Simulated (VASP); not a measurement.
Runs of VASP 6.6.1 on Re. The structure is that of space group Fm-3m (No. 225), or close to it. The cells are those of the table. 

```csv
cell,gap on the mesh (eV),pressure (GPa)
"a = 2.769, b = 2.731, c = 2.731 Å, angles 60.9, 59.5, 59.5°, 1 atom",none,10.2
"a = 2.731, b = 2.693 Å, angles 60.5, 59.1, 60.5°, 1 atom",none,22.6
"a = 2.846, b = 2.883, c = 2.807 Å, angles 60.0, 61.3, 58.7°, 1 atom",none,-25.2
"a = 2.807, b = 2.845 Å, angles 59.6, 60.9, 59.6°, 1 atom",none,(a)
"a = 2.807, b = 2.770, c = 2.731 Å, angles 61.4, 60.0, 58.6°, 1 atom",none,(b)
"a = 2.885, b = 2.885, c = 2.769 Å, angles 61.3, 61.3, 57.3°, 1 atom",none,-24.2
"a = 2.846, b = 2.846, c = 2.769 Å, angles 60.9, 60.9, 58.2°, 1 atom",none,-17.9
"a = 2.694, b = 2.616 Å, angles 60.9, 58.1, 60.9°, 1 atom",none,53.5
```

Alike in all rows: task single point; level PBE; potentials or basis VASP PAW PBE potentials, release 64 (Re); no spin polarisation; k mesh 10 × 10 × 10; cutoff (eV) 520; smearing gaussian 0.15 eV.

Task: Estimate the missing entries.

Result: (a) -18.4; (b) -0.3.

Caveats: spin-orbit coupling is left out, which moves the levels of the heavy elements.

A k mesh can miss the band edges, and the runs leave out spin-orbit coupling on Re.

A gap of «none» marks levels without a gap at the run's occupations.
